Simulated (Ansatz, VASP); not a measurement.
Ni in VASP and in Ansatz

```
Ni
1.0
     2.42162    0.01379    0.02098
    -1.19887    2.06566    0.01230
     0.03491    0.04378    3.99606
Ni
2
Direct
  0.33333 0.69681 0.25303
  0.65388 0.36651 0.76180
```

Alike in both runs: task single point; functional r2SCAN; k mesh 9 × 9 × 5; occupations fermi-dirac, width 0.1 eV; collinear spin.

|  | VASP | Ansatz |
| --- | --- | --- |
| version | VASP 6.6.1 | Ansatz 0.2.0 |
| potentials or method | VASP PAW PBE potentials, release 64 (Ni), cutoff 520 eV | plane waves, PAW |
| valence electrons in the cell | 20 | 36 |

VASP gave:

| Item | Value |
| --- | --- |
| pressure (GPa) | 12.7 |
| traceless stress, the component that is largest in VASP (GPa) | -2.04 |
| rms of the force components (eV/Å) | 0.246 |
| net moment per atom (μB) | 0.61 |
| size of the moment on the site where the two differ most (μB) | 0.63 |

Problem. Which values does Ansatz return?

Solution. Pressure (GPa): 12.5; traceless stress, the component that is largest in VASP (GPa): -2.02; rms of the force components (eV/Å): 0.242; net moment per atom (μB): 0.65; size of the moment on the site where the two differ most (μB): 0.71.

VASP's potentials were made for PBE, not for r2SCAN. Site moments also hang on the region over which each program counts them. Atom by atom the forces differ by 0.004 eV/Å (rms over components). VASP's potentials hold 20 valence electrons a cell and Ansatz's 36, so a difference there can come from the potentials and not from the codes. Ansatz's warnings: stability check not made, stress scf threshold loose.
